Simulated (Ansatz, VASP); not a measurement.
**One calculation of PdC3, two programs**

INCAR

```
PREC     = Accurate       # precision mode
ENCUT    = 600            # plane-wave cutoff, eV
EDIFF    = 1E-7           # SCF threshold, eV
ISMEAR   = 0              # smearing method
SIGMA    = 0.1            # smearing width, eV
LREAL    = F              # projectors in reciprocal space
LASPH    = T              # aspherical terms in the spheres
NELM     = 60             # most SCF steps
ALGO     = Normal         # electronic algorithm
ISIF     = 3              # what is computed and relaxed
LWAVE    = F              # write WAVECAR
LCHARG   = F              # write CHGCAR
GGA      = PE             # functional
IBRION   = 2              # ionic algorithm
NSW      = 100            # ionic steps
EDIFFG   = -0.01          # ionic threshold
```

The input KPOINTS:

```
regular mesh
0
Gamma
  16 16 16
```

POSCAR

```
PdC3
1.0
   -2.0675029720      2.0675029720      2.0675029720
    2.0675029720     -2.0675029720      2.0675029720
    2.0675029720      2.0675029720     -2.0675029720
Pd C
1 3
Direct
    0.0000000000      0.0000000000      0.0000000000
    0.0000000000      0.5000000000      0.5000000000
    0.5000000000      0.0000000000      0.5000000000
    0.5000000000      0.5000000000      0.0000000000
```

Input for Ansatz:

```yaml
crystal:
  lattice:
    - [-2.067502972, 2.067502972, 2.067502972]
    - [2.067502972, -2.067502972, 2.067502972]
    - [2.067502972, 2.067502972, -2.067502972]
  atoms:
    - { symbol: Pd, position: [0.0, 0.0, 0.0] }
    - { symbol: C, position: [0.0, 0.5, 0.5] }
    - { symbol: C, position: [0.5, 0.0, 0.5] }
    - { symbol: C, position: [0.5, 0.5, 0.0] }
basis:
  ecutwfc: 420
kpoints:
  mp_grid: { grid: [16, 16, 16] }
hamiltonian:
  xc: pbe
scf:
  occupations: { method: gaussian, width: 0.1 }
output:
  forces: true
  stress: true
  eigenvalues: true
  write_density: true
  write_potential: true
  elf: true
  volumetric_format: npy
relax:
  adjacent_minimum: "off"
  f_tol: 0.01
  max_steps: 80
  cell: { stress_tol: 0.05 }
```

Alike in both runs: task relaxation of cell and atoms; functional PBE; k mesh 16 × 16 × 16; occupations gaussian, width 0.1 eV; no spin polarisation.

|  | VASP | Ansatz |
| --- | --- | --- |
| version | VASP 6.6.1 | Ansatz 0.2.0 |
| potentials or method | VASP PAW PBE potentials, release 64 (Pd, C), cutoff 600 eV | scalar-relativistic, plane waves, PAW |
| valence electrons in the cell | 22 | 30 |

|  | VASP | Ansatz | Ansatz less VASP |
| --- | --- | --- | --- |
| gap on the k mesh at the Fermi level, each at its own relaxed structure (eV) | none | none | - |
| relaxed volume (Å³/atom) | 8.84 | 8.84 | +0.005 |
| relaxed length of the cell vector where the two differ most in proportion (Å) | 3.581 | 3.582 | +0.0006 |

A gap of «none» marks a metal or a gap that the smearing closes. VASP's potentials hold 22 valence electrons a cell and Ansatz's 30, so a difference there can come from the potentials and not from the codes.

Noted on VASP's run: the relaxation stopped at its first step, so nothing moved.
